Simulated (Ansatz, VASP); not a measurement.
**One calculation of LiCl, two programs**

The input POSCAR:

```
LiCl
1.0
    0.0000000000      2.6387170489      2.6387170489
    2.6387170489      0.0000000000      2.6387170489
    2.6387170489      2.6387170489      0.0000000000
Li Cl
1 1
Direct
    0.0000000000      0.0000000000      0.0000000000
    0.5000000000      0.5000000000      0.5000000000
```

The input INCAR.step1:

```
SYSTEM = LiCl
ALGO = Normal
EDIFF = 1E-4
ENCUT = 520
GGA = PE
ISMEAR = 0
LASPH = .TRUE.
LCHARG = .FALSE.
LREAL = .FALSE.
LWAVE = .TRUE.
NBANDS = 12
NELM = 100
PREC = Accurate
SIGMA = 0.02
```

Contents of INCAR.step2:

```
SYSTEM = LiCl
ALGO = Normal
EDIFF = 1E-6
ENCUT = 520
ISIF = 2
ISMEAR = 0
ISTART = 1
LASPH = .TRUE.
LCHARG = .FALSE.
LMIXTAU = .TRUE.
LREAL = .FALSE.
LWAVE = .FALSE.
METAGGA = R2SCAN
NBANDS = 12
NELM = 100
PREC = Accurate
SIGMA = 0.02
```

Contents of KPOINTS:

```
k-points
0
G
  8 8 8
  0 0 0
```

Input for Ansatz:

```yaml
crystal:
  lattice:
    - [0.0, 2.6387170489, 2.6387170489]
    - [2.6387170489, 0.0, 2.6387170489]
    - [2.6387170489, 2.6387170489, 0.0]
  atoms:
    - { symbol: Li, position: [0.0, 0.0, 0.0] }
    - { symbol: Cl, position: [0.5, 0.5, 0.5] }
basis:
  ecutwfc: 500
kpoints:
  mp_grid: { grid: [8, 8, 8] }
hamiltonian:
  xc: r2scan
scf:
  occupations: { method: gaussian, width: 0.02 }
output:
  forces: true
  stress: true
  eigenvalues: true
```

Alike in both runs: task single point; functional r2SCAN; k mesh 8 × 8 × 8; occupations gaussian, width 0.02 eV; no spin polarisation.

|  | VASP | Ansatz |
| --- | --- | --- |
| version | VASP 6.6.1 | Ansatz 0.2.0 |
| potentials or method | VASP PAW PBE potentials, release 64 (Li_sv, Cl), cutoff 520 eV | scalar-relativistic, plane waves, PAW |
| valence electrons in the cell | 10 | 10 |

Ansatz gave:

- gap on the k mesh at the Fermi level (eV): 6.73
- least direct gap on the mesh (eV): 6.73

Problem. What did VASP give for the same quantities?

Solution. gap on the k mesh at the Fermi level (eV): 6.82; least direct gap on the mesh (eV): 6.82.

VASP's potentials were made for PBE, not for r2SCAN. The functional is the same, so the differences come from potentials, cutoffs and numerics.

Noted on VASP's run: the cutoff is short for stress, so the pressure is rough.
